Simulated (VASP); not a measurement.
Set up this calculation in VASP 6.6.1, as the native input.

| Quantity | Value |
| --- | --- |
| Task | single point |
| Functional | r2SCAN |
| Potentials or basis | VASP PAW PBE potentials, release 64 (Na_pv, H) |
| Cutoff | 520 eV |
| k mesh | 8 × 8 × 8 |
| Occupations | gaussian, width 0.01 eV |
| Spin | no spin polarisation |
| Dipole correction | no |
| Further INCAR settings | ALGO = Normal; EDIFF = 1e-06; NBANDS = 11 |

NaH:

```
Na H
1.0
     2.93239    0.00000    0.00000
     0.00000    2.93239    0.00000
     0.00000    0.00000    2.93239
Na H
1 1
Direct
  0.00000 0.00000 0.00000
  0.50000 0.50000 0.50000
```

These files were run (other wordings do the same):

POSCAR

```
NaH
1.0
    2.9323911999      0.0000000000      0.0000000000
    0.0000000000      2.9323911999      0.0000000000
    0.0000000000      0.0000000000      2.9323911999
Na H
1 1
Direct
    0.0000000000      0.0000000000      0.0000000000
    0.5000000000      0.5000000000      0.5000000000
```

INCAR.step1

```
PREC = Accurate
ENCUT = 520
ISMEAR = 0
SIGMA = 0.01
LREAL = F
LASPH = T
NELM = 80
NBANDS = 11
GGA = PE
ALGO = Normal
EDIFF = 1E-4
LWAVE = T
LCHARG = F
```

INCAR.step2

```
PREC = Accurate
ENCUT = 520
EDIFF = 1E-6
ISMEAR = 0
SIGMA = 0.01
LREAL = F
LASPH = T
NELM = 80
ALGO = Normal
ISIF = 2
LWAVE = F
LCHARG = T
METAGGA = R2SCAN
LMIXTAU = T
LELF = T
LVHAR = T
NBANDS = 11
ISTART = 1
```

KPOINTS

```
regular mesh
0
Gamma
  8 8 8
```

Potentials or basis: VASP PAW PBE potentials, release 64 (Na_pv, H).

Run with:

```bash
$ cat potpaw_PBE.64/Na_pv/POTCAR potpaw_PBE.64/H/POTCAR > POTCAR
$ cp INCAR.step1 INCAR
$ mpirun -np 1 vasp_std > vasp.out
$ cp INCAR.step2 INCAR
$ mpirun -np 1 vasp_std > vasp.out
```

Results of the run:

```
Pressure               : -0.3 GPa
Band gap on the k mesh : 1.61 eV, indirect (least direct gap 5.17 eV)
```

Caveat: the PAW data sets were made with another functional, which shifts forces and pressure a little.

It took 10 s on 1 thread of Intel(R) Xeon(R) 6975P-C (Granite Rapids), on a shared host, peak memory 0.14 GiB.
